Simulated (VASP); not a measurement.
# CdTe in VASP: a series of runs

The runs below take CdTe through single point, with PBE, r2SCAN.

Everything below comes from runs of VASP 6.6.1. Logs are shortened: lines on timing, memory, paths and dates and some standing lists are left out, and cuts for length are marked.

## (1) The cell of the first run

It takes space group F-43m (No. 216, cubic). The conventional cell has a = 6.627 Å, b = 6.627 Å, c = 6.627 Å, α = 90.00°, β = 90.00°, γ = 90.00°. Within 3.8 Å of Cd (site symmetry -43m) lie 4 Te at 2.87 Å. Within 3.8 Å of Te (site symmetry -43m) lie 4 Cd at 2.87 Å.

## (2) Single point, PBE (strain +1.0%)

File INCAR:

```
PREC = Accurate ; ENCUT = 520
EDIFF = 1E-6 ; ISMEAR = -1
SIGMA = 0.02 ; LREAL = F
LASPH = T ; NELM = 100
ALGO = Normal ; ISIF = 2
LWAVE = F ; LCHARG = F
GGA = PE ; NBANDS = 16
```

File KPOINTS:

```
regular mesh
0
Gamma
  6 6 6
```

File POSCAR:

```
CdTe
1.0
    0.0000000000      3.3137386534      3.3137386534
    3.3137386534      0.0000000000      3.3137386534
    3.3137386534      3.3137386534      0.0000000000
Cd Te
1 1
Direct
    0.0000000000      0.0000000000      0.0000000000
    0.2500000000      0.2500000000      0.2500000000
```

Potentials or basis: VASP PAW PBE potentials, release 64 (Cd, Te).

Launch:

```
$ cat potpaw_PBE.64/Cd/POTCAR potpaw_PBE.64/Te/POTCAR > POTCAR
$ mpirun -np 1 vasp_std > vasp.out
```

OUTCAR:

```text
PREC = Accurate
   ENCUT = 520
   EDIFF = 1E-6
   ISMEAR = -1
   LREAL = F
   LASPH = T
   NELM = 100
   ISIF = 2
   GGA = PE

 ion  position               nearest neighbor table
   1  0.000  0.000  0.000-   2 2.87   2 2.87   2 2.87   2 2.87
   2  0.250  0.250  0.250-   1 2.87   1 2.87   1 2.87   1 2.87

  LATTYP: Found a face centered cubic cell.
 ALAT       =     6.6274773068

  Lattice vectors:

 A1 = (   0.0000000000,   3.3137386534,   3.3137386534)
 A2 = (   3.3137386534,   0.0000000000,   3.3137386534)
 A3 = (   3.3137386534,   3.3137386534,   0.0000000000)

Analysis of symmetry for initial positions (statically):
=====================================================================
 Subroutine PRICEL returns:
 Original cell was already a primitive cell.

 Routine SETGRP: Setting up the symmetry group for a
 face centered cubic supercell.

 Subroutine GETGRP returns: Found 24 space group operations
 (whereof 24 operations were pure point group operations)
 out of a pool of 48 trial point group operations.

The static configuration has the point symmetry T_d .

Analysis of symmetry for dynamics (positions and initial velocities):
=====================================================================
 Subroutine PRICEL returns:
 Original cell was already a primitive cell.

 Routine SETGRP: Setting up the symmetry group for a
 face centered cubic supercell.

 Subroutine GETGRP returns: Found 24 space group operations
 (whereof 24 operations were pure point group operations)
 out of a pool of 48 trial point group operations.

The dynamic configuration has the point symmetry T_d .

 Subroutine INISYM returns: Found 24 space group operations
 (whereof 24 operations are pure point group operations),
 and found     1 'primitive' translations

----------------------------------------------------------------------------------------

                                     Primitive cell

  volume of cell :      72.7754

  direct lattice vectors                    reciprocal lattice vectors
     0.000000000  3.313738653  3.313738653    -0.150886975  0.150886975  0.150886975
     3.313738653  0.000000000  3.313738653     0.150886975 -0.150886975  0.150886975
     3.313738653  3.313738653  0.000000000     0.150886975  0.150886975 -0.150886975

  length of vectors
     4.686334146  4.686334146  4.686334146     0.261343906  0.261343906  0.261343906

  position of ions in fractional coordinates (direct lattice)
     0.000000000  0.000000000  0.000000000
     0.250000000  0.250000000  0.250000000

  ion indices of the primitive-cell ions
   primitive index   ion index
                 1           1
                 2           2

----------------------------------------------------------------------------------------

 KPOINTS: regular mesh

Automatic generation of k-mesh.
 Grid dimensions read from file:
 generate k-points for:    6    6    6

 Generating k-lattice:

  Cartesian coordinates                     Fractional coordinates (reciprocal lattice)
    -0.025147829  0.025147829  0.025147829     0.166666667  0.000000000  0.000000000
     0.025147829 -0.025147829  0.025147829     0.000000000  0.166666667  0.000000000
     0.025147829  0.025147829 -0.025147829     0.000000000  0.000000000  0.166666667

  Length of vectors
     0.043557318  0.043557318  0.043557318

  Shift w.r.t. Gamma in fractional coordinates (k-lattice)
     0.000000000  0.000000000  0.000000000

 Subroutine IBZKPT returns following result:
 ===========================================

 Found     16 irreducible k-points:

 Following reciprocal coordinates:
            Coordinates               Weight
  0.000000  0.000000  0.000000      1.000000
  0.166667  0.000000  0.000000      8.000000
  0.333333  0.000000  0.000000      8.000000
  0.500000  0.000000  0.000000      4.000000
  0.166667  0.166667  0.000000      6.000000
  0.333333  0.166667  0.000000     24.000000
[... 8 lines left out ...]
 -0.333333  0.333333  0.166667     24.000000
 -0.333333  0.500000  0.166667     12.000000
   k-points           NKPTS =     16   k-points in BZ     NKDIM =     16   number of bands    NBANDS=     16
   number of dos      NEDOS =    301   number of ions     NIONS =      2
   total plane-waves  NPLWV =  46656
   dimension x,y,z NGX =    36 NGY =   36 NGZ =   36
   dimension x,y,z NGXF=    72 NGYF=   72 NGZF=   72
   ions per type =               1   1
   NGX,Y,Z   is equivalent  to a cutoff of  12.77, 12.77, 12.77 a.u.
   NGXF,Y,Z  is equivalent  to a cutoff of  25.54, 25.54, 25.54 a.u.
 SYSTEM =  unknown system
   PREC   = accura    normal or accurate (medium, high low for compatibility)
   ISTART =      0    job   : 0-new  1-cont  2-samecut
   ICHARG =      2    charge: 1-file 2-atom 10-const
   ISPIN  =      1    spin polarized calculation?
   LNONCOLLINEAR =      F non collinear calculations
   LSORBIT =      F    spin-orbit coupling
   LASPH  =      T    aspherical Exc in radial PAW
   ENCUT  =  520.0 eV  38.22 Ry    6.18 a.u.   8.71  8.71  8.71*2*pi/ulx,y,z
   NELM   =    100;   NELMIN=  2; NELMDL= -5     # of ELM steps
   EDIFF  = 0.1E-05   stopping-criterion for ELM
   LREAL  =      F    real-space projection
   EDIFFG = 0.1E-04   stopping-criterion for IOM
   NSW    =      0    number of steps for IOM
   IBRION =     -1    ionic relax: 0-MD 1-quasi-New 2-CG
   NFREE  =      0    steps in history (QN), initial steepest desc. (CG)
   ISIF   =      2    stress and relaxation
   ISYM   =      2    0-nonsym 1-usesym 2-fastsym
   POTIM  = 0.5000    time-step for ionic-motion
   TEBEG  =    0.0;   TEEND  =   0.0 temperature during run
   PSTRESS=    0.0 pullay stress
   NELECT =      18.0000    total number of electrons
   NUPDOWN=      -1.0000    fix difference up-down
   EMIN   =  10.00;   EMAX   =-10.00  energy-range for DOS
   EFERMI =   0.00;   METHOD = LEGACY
   ISMEAR =    -1;   SIGMA  =   0.02  broadening in eV -4-tet -1-fermi 0-gaus
   EFERMI_NEDOS =   21; number of points for ismear=-14 and -15
   IALGO  =     38    algorithm
   IMIX   =      4    mixing-type and parameters
     AMIX     =   0.40;   BMIX     =  1.00
     AMIX_MAG =   1.60;   BMIX_MAG =  1.00
  volume/ion in A,a.u.               =      36.39       245.56
  Fermi-wavevector in a.u.,A,eV,Ry     =   1.027632  1.941942 14.368113  1.056027
  Thomas-Fermi vector in A             =   2.161586
   LORBIT       =      0    0 simple, 1 ext, 2 COOP (PROOUT), +10 PAW based schemes
   GGA     = PE    functional components
   LHFCALC =     F    Hartree Fock is set to
   AEXX    =    0.0000 exact exchange contribution
   IVDW    =     0    specifies the selected vdW correction
   LEPSILON=     F    determine dielectric tensor
   LRPA    =     F    only Hartree local field effects (RPA)
 non-spin polarized calculation
  energy-cutoff  :      520.00
  volume of cell :       72.78
 maximum number of plane-waves:      1980
   NGX = 17   NGY = 17   NGZ = 17

 number of electron      18.0000005 magnetization

 Free energy of the ion-electron system (eV)
  ---------------------------------------------------
  ext. energy  EPLUGINS =         0.00000000
  ---------------------------------------------------
  free energy    TOTEN  =        -4.80713216 eV

  energy without entropy =       -4.80713215  energy(sigma->0) =       -4.80713216

 E-fermi :   2.0604     XC(G=0):  -8.2894

 val. band max:        1.7651867393   @ k =   0.0000   0.0000   0.0000
 cond. band min:       2.3337706715   @ k =   0.0000   0.0000   0.0000
 fundamental gap:      0.5685839322
 Fermi energy:         2.0604080377

 k-point     1 :       0.0000    0.0000    0.0000
  band No.  band energies     occupation
      1      -9.0469      2.00000
      2      -6.3168      2.00000
      3      -6.3168      2.00000
      4      -6.3168      2.00000
      5      -6.1031      2.00000
      6      -6.1031      2.00000
[... 8 lines left out ...]
     15      11.0026      0.00000
     16      11.0026      0.00000

 k-point     2 :       0.1667    0.0000    0.0000
  band No.  band energies     occupation
      1      -8.9620      2.00000
      2      -6.3016      2.00000
      3      -6.3016      2.00000
      4      -6.2402      2.00000
      5      -6.1039      2.00000
      6      -6.1039      2.00000
[... 8 lines left out ...]
     15      10.2014      0.00000
     16      10.2014      0.00000

 k-point     3 :       0.3333    0.0000    0.0000
  band No.  band energies     occupation
      1      -8.7932      2.00000
      2      -6.2753      2.00000
      3      -6.2753      2.00000
      4      -6.1005      2.00000
      5      -6.1005      2.00000
      6      -5.9993      2.00000
[... 8 lines left out ...]
     15      10.5662      0.00000
     16      10.5662      0.00000

 k-point     4 :       0.5000    0.0000    0.0000
  band No.  band energies     occupation
      1      -8.7107      2.00000
      2      -6.2649      2.00000
      3      -6.2649      2.00000
      4      -6.0956      2.00000
      5      -6.0956      2.00000
      6      -5.8017      2.00000
[... 8 lines left out ...]
     15      11.9068      0.00000
     16      11.9068      0.00000
[... 172 lines left out ...]
 k-point    14 :       0.5000    0.3333    0.1667
  band No.  band energies     occupation
      1      -8.6866      2.00000
      2      -6.2389      2.00000
      3      -6.2317      2.00000
      4      -6.1341      2.00000
      5      -6.0923      2.00000
      6      -5.8221      2.00000
[... 8 lines left out ...]
     15      11.8236      0.00000
     16      12.8822      0.00000

 k-point    15 :      -0.3333    0.3333    0.1667
  band No.  band energies     occupation
      1      -8.6347      2.00000
      2      -6.2321      2.00000
      3      -6.2200      2.00000
      4      -6.1219      2.00000
      5      -6.0996      2.00000
      6      -5.6749      2.00000
[... 8 lines left out ...]
     15      12.0447      0.00000
     16      12.6853      0.00000

 k-point    16 :      -0.3333    0.5000    0.1667
  band No.  band energies     occupation
      1      -8.6093      2.00000
      2      -6.2100      2.00000
      3      -6.2067      2.00000
      4      -6.1405      2.00000
      5      -6.0917      2.00000
      6      -5.6362      2.00000
[... 8 lines left out ...]
     15      12.5564      0.00000
     16      12.8970      0.00000

------------------------ aborting loop because EDIFF is reached ----------------------------------------

  FORCE on cell =-STRESS in cart. coord.  units (eV):
  Direction    XX          YY          ZZ          XY          YZ          ZX
  --------------------------------------------------------------------------------------
  -------------------------------------------------------------------------------------
  Total       -0.0090458     -0.0090458     -0.0090458      0.0000000      0.0000000     -0.0000000
  in kB       -0.1991476     -0.1991476     -0.1991476      0.0000000      0.0000000     -0.0000000
  external PRESSURE =      -0.1991476 kB  Pullay stress =       0.0000000 kB

 VOLUME and BASIS-vectors are now :
 -----------------------------------------------------------------------------
  energy-cutoff  :      520.00
  volume of cell :       72.78
      direct lattice vectors                 reciprocal lattice vectors
     0.000000000  3.313738653  3.313738653    -0.150886975  0.150886975  0.150886975
     3.313738653  0.000000000  3.313738653     0.150886975 -0.150886975  0.150886975
     3.313738653  3.313738653  0.000000000     0.150886975  0.150886975 -0.150886975

 POSITION                                       TOTAL-FORCE (eV/Angst)
 -----------------------------------------------------------------------------------
      0.00000      0.00000      0.00000        -0.000000      0.000000      0.000000
      1.65687      1.65687      1.65687         0.000000     -0.000000     -0.000000
 -----------------------------------------------------------------------------------
    total drift:                               -0.000000     -0.000000     -0.000001

  FREE ENERGIE OF THE ION-ELECTRON SYSTEM (eV)
  ---------------------------------------------------
  free  energy   TOTEN  =        -4.8071321592 eV

  energy  without entropy=       -4.8071321526  energy(sigma->0) =       -4.80713216
```

It took 16 s on 1 thread of Intel Xeon Platinum 8259CL at 2.50GHz (Skylake/Cascade Lake), shared host; peak memory 0.2 GiB.

Results:

* Free energy: -4.8071 eV
* Pressure: 0.0 GPa
* Band gap on the k mesh: 0.57 eV, direct

Levels at points of the mesh, in eV from the valence-band top:
```csv
k point,band 6,band 7,band 8,band 9,band 10,band 11,band 12,band 13
"(0.00, 0.00, 0.00)",-7.87,0.00,0.00,0.00,0.57,4.64,4.64,4.64
"(0.50, 0.00, 0.00)",-7.57,-4.06,-0.68,-0.68,1.75,5.21,5.21,7.00
"(0.50, 0.50, 0.00)",-7.45,-4.00,-1.65,-1.65,2.67,2.75,8.49,8.79
```

Caveat: the cell differs from its parent crystal (strain +1.0%); spin-orbit coupling is left out, which moves the levels of the heavy elements.

## (3) Single point, r2SCAN (strain +1.0%)

POSCAR is that of step 2.

File INCAR.step1:

```
  PREC = Accurate
  ENCUT = 520
  ISMEAR = 0
  SIGMA = 0.01
  LREAL = F
  LASPH = T
  NELM = 100
  NBANDS = 16
  GGA = PE
  ALGO = Normal
  EDIFF = 1E-4
  LWAVE = T
  LCHARG = F
```

File INCAR.step2:

```
  PREC = Accurate
  ENCUT = 520
  EDIFF = 1E-6
  ISMEAR = 0
  SIGMA = 0.01
  LREAL = F
  LASPH = T
  NELM = 100
  ALGO = Normal
  ISIF = 2
  LWAVE = F
  LCHARG = F
  METAGGA = R2SCAN
  LMIXTAU = T
  NBANDS = 16
  ISTART = 1
```

File KPOINTS:

```
Automatic mesh
0
Gamma
  6 6 6
```

Potentials or basis: VASP PAW PBE potentials, release 64 (Cd, Te).

Launch:

```
$ cat potpaw_PBE.64/Cd/POTCAR potpaw_PBE.64/Te/POTCAR > POTCAR
$ cp INCAR.step1 INCAR
$ mpirun -np 1 vasp_std > vasp.out
$ cp INCAR.step2 INCAR
$ mpirun -np 1 vasp_std > vasp.out
```

Wall time 66 s (1 thread of Intel Xeon Platinum 8259CL at 2.50GHz (Skylake/Cascade Lake), shared host); peak memory 0.21 GiB.

It converged, with:

```
Free energy            : -46.6342 eV
Pressure               : -1.1 GPa
Band gap on the k mesh : 1.05 eV, direct
```

Levels at points of the mesh, in eV from the valence-band top:
```
           k point  band 6  band 7  band 8  band 9  band 10  band 11  band 12  band 13
(0.00, 0.00, 0.00)   -8.12    0.00    0.00    0.00     1.05     5.07     5.07     5.07
(0.50, 0.00, 0.00)   -7.80   -4.12   -0.69   -0.69     2.15     5.61     5.61     7.33
(0.50, 0.50, 0.00)   -7.67   -4.03   -1.69   -1.69     2.98     3.01     9.08     9.46
```

Caveat: the cell differs from its parent crystal (strain +1.0%); the PAW data sets were made with another functional, which shifts forces and pressure a little; spin-orbit coupling is left out, which moves the levels of the heavy elements.

## (4) Single point, PBE (biaxial xy strain -3.3%)

File INCAR:

```
PREC = Accurate
ENCUT = 520
EDIFF = 1E-6
ISMEAR = -1
SIGMA = 0.02
LREAL = False
LASPH = True
NELM = 80
ALGO = Normal
ISIF = 2
LWAVE = False
LCHARG = False
GGA = PE
NBANDS = 16
```

KPOINTS is that of step 3.

File POSCAR:

```
CdTe
1.0
    0.0000000000      3.1704046149      3.2799551157
    3.1704046149      0.0000000000      3.2799551157
    3.1704046149      3.1704046149      0.0000000000
Cd Te
1 1
Direct
    0.0000000000      0.0000000000      0.0000000000
    0.2500000000      0.2500000000      0.2500000000
```

Launch:

```
$ cat potpaw_PBE.64/Cd/POTCAR potpaw_PBE.64/Te/POTCAR > POTCAR
$ mpirun -np 1 vasp_std > vasp.out
```

Wall time 32 s (1 thread of Intel Xeon Platinum 8259CL at 2.50GHz (Skylake/Cascade Lake), shared host); peak memory 0.22 GiB.

Results (log left out):

| Item | Value |
| --- | --- |
| Free energy | -4.7214 eV |
| Pressure | 4.3 GPa |
| Band gap on the k mesh | 0.82 eV, direct |

Stress tensor (GPa, compression positive):
```
4.48 0.00 0.00
0.00 4.48 0.00
0.00 0.00 3.99
```

Levels at points of the mesh, in eV from the valence-band top:
| k point | band 5 | band 6 | band 7 | band 8 | band 9 | band 10 | band 11 | band 12 | band 13 | band 14 |
| --- | --- | --- | --- | --- | --- | --- | --- | --- | --- | --- |
| (0.00, 0.00, 0.00) | -8.16 | -8.16 | -0.12 | 0.00 | 0.00 | 0.82 | 4.54 | 4.54 | 4.55 | 7.46 |
| (0.50, 0.00, 0.00) | -8.15 | -7.78 | -4.65 | -0.95 | -0.77 | 1.80 | 5.04 | 5.24 | 7.07 | 8.72 |
| (0.50, 0.50, 0.00) | -8.13 | -7.67 | -4.62 | -1.91 | -1.91 | 2.59 | 2.79 | 8.80 | 9.25 | 9.25 |
| (0.50, 0.00, 0.50) | -8.13 | -7.61 | -4.44 | -2.09 | -2.03 | 2.45 | 2.53 | 9.05 | 9.09 | 9.33 |

Caveat: the cell differs from its parent crystal (biaxial xy strain -3.3%); spin-orbit coupling is left out, which moves the levels of the heavy elements.

## (5) Single point, r2SCAN (uniaxial x strain +2.3%)

File POSCAR:

```
CdTe
1.0
    0.0000000000      3.2799551157      3.2799551157
    3.3553940834      0.0000000000      3.2799551157
    3.3553940834      3.2799551157      0.0000000000
Cd Te
1 1
Direct
    0.0000000000      0.0000000000      0.0000000000
    0.2500000000      0.2500000000      0.2500000000
```

File INCAR.step1:

```
SYSTEM = CdTe
PREC = Accurate
ENCUT = 520
ISMEAR = 0
SIGMA = 0.01
LREAL = .FALSE.
LASPH = .TRUE.
NELM = 100
NBANDS = 16
GGA = PE
ALGO = Normal
EDIFF = 1E-4
LWAVE = .TRUE.
LCHARG = .FALSE.
```

File INCAR.step2:

```
SYSTEM = CdTe
PREC = Accurate
ENCUT = 520
EDIFF = 1E-7
ISMEAR = 0
SIGMA = 0.01
LREAL = .FALSE.
LASPH = .TRUE.
NELM = 100
ALGO = Normal
ISIF = 2
LWAVE = .FALSE.
LCHARG = .FALSE.
METAGGA = R2SCAN
LMIXTAU = .TRUE.
NBANDS = 16
ISTART = 1
```

File KPOINTS:

```
regular mesh
0
G
  6 6 6
  0 0 0
```

Launch:

```
$ cat potpaw_PBE.64/Cd/POTCAR potpaw_PBE.64/Te/POTCAR > POTCAR
$ cp INCAR.step1 INCAR
$ mpirun -np 1 vasp_std > vasp.out
$ cp INCAR.step2 INCAR
$ mpirun -np 1 vasp_std > vasp.out
```

Wall time 2.1 min (1 thread of Intel Xeon Platinum 8259CL at 2.50GHz (Skylake/Cascade Lake), shared host); peak memory 0.23 GiB.

Results (log left out):

- Free energy: -46.6362 eV
- Pressure: -0.8 GPa
- Band gap on the k mesh: 1.05 eV, direct

Stress tensor (GPa, compression positive):
```
-1.09  0.00  0.00
 0.00 -0.68  0.00
 0.00  0.00 -0.68
```

Levels at points of the mesh, in eV from the valence-band top:
| k point | band 7 | band 8 | band 9 | band 10 | band 11 | band 12 |
| --- | --- | --- | --- | --- | --- | --- |
| (0.00, 0.00, 0.00) | -0.08 | 0.00 | 0.00 | 1.05 | 5.04 | 5.04 |
| (0.50, 0.00, 0.00) | -4.18 | -0.78 | -0.68 | 2.13 | 5.52 | 5.65 |
| (0.50, 0.50, 0.00) | -4.05 | -1.78 | -1.75 | 2.90 | 2.95 | 9.14 |
| (0.00, 0.50, 0.50) | -4.16 | -1.67 | -1.67 | 3.03 | 3.08 | 8.98 |

Caveat: the cell differs from its parent crystal (uniaxial x strain +2.3%); the PAW data sets were made with another functional, which shifts forces and pressure a little; spin-orbit coupling is left out, which moves the levels of the heavy elements.

## (6) Summary

```tsv
level	cell	smearing	gap on the mesh (eV)	pressure (GPa)
PBE	a = 4.686 Å, angles 60.0°, 2 atoms	fermi-dirac 0.02 eV	0.57	0.0
r2SCAN	a = 4.686 Å, angles 60.0°, 2 atoms	gaussian 0.01 eV	1.05	-1.1
PBE	a = 4.562, b = 4.562, c = 4.484 Å, angles 60.6, 60.6, 58.9°, 2 atoms	fermi-dirac 0.02 eV	0.82	4.3
r2SCAN	a = 4.639, b = 4.692, c = 4.692 Å, angles 59.2, 60.4, 60.4°, 2 atoms	gaussian 0.01 eV	1.05	-0.8
```

Alike in all rows: task single point; potentials or basis VASP PAW PBE potentials, release 64 (Cd, Te); no spin polarisation; k mesh 6 × 6 × 6; cutoff (eV) 520.

Caveats: spin-orbit coupling is left out, which moves the levels of the heavy elements; the PAW data sets were made with another functional, which shifts forces and pressure a little (some runs).

Absolute energies hang on the potentials; compare differences alone.
